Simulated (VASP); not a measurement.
A run of VASP 6.6.1 is set up as follows.

The input INCAR:

```
SYSTEM = SrHfNbO6
  ALGO = Normal
  EDIFF = 1E-7
  EDIFFG = -0.025
  ENCUT = 600
  GGA = PE
  IBRION = 2
  ISIF = 3
  ISMEAR = 0
  IVDW = 12
  LASPH = .True.
  LCHARG = .False.
  LREAL = .False.
  LWAVE = .False.
  NELM = 100
  NSW = 90
  PREC = Accurate
  SIGMA = 0.1
```

Contents of KPOINTS:

```
k-points
0
Gamma
  6 6 6
  0 0 0
```

File POSCAR:

```
SrHfNbO6
1.0
    0.0000000000      4.0428375190      4.0428375190
    4.0428375190      0.0000000000      4.0428375190
    4.0428375190      4.0428375190      0.0000000000
Sr Hf Nb O
1 1 1 6
Direct
    0.2500000000      0.2500000000      0.2500000000
    0.0000000000      0.0000000000      0.0000000000
    0.5000000000      0.5000000000      0.5000000000
    0.7444803391      0.2555196609      0.2555196609
    0.2555196609      0.7444803391      0.7444803391
    0.7444803391      0.7444803391      0.2555196609
    0.2555196609      0.2555196609      0.7444803391
    0.2555196609      0.7444803391      0.2555196609
    0.7444803391      0.2555196609      0.7444803391
```

Potentials or basis: VASP PAW PBE potentials, release 64 (Sr_sv, Hf_pv, Nb_sv, O).

Run with:

```console
$ cat potpaw_PBE.64/Sr_sv/POTCAR potpaw_PBE.64/Hf_pv/POTCAR potpaw_PBE.64/Nb_sv/POTCAR potpaw_PBE.64/O/POTCAR > POTCAR
$ mpirun -np 1 vasp_std > vasp.out
```

(1) Predict the band gap on the k mesh.

(2) Estimate the space group after relaxing (to 0.1 Å).

(3) Estimate the relaxed volume.

## Answers

(1) zero (an odd number of electrons rules out a gap without spin polarisation).

(2) F-43m (No. 216).

(3) 14.59 Å³/atom.

Caveat: the cell differs from its parent crystal (atoms taken out); spin-orbit coupling is left out, which moves the levels of the heavy elements; an odd number of electrons without spin polarisation forces a metal; a magnetic or distorted state may lie lower.
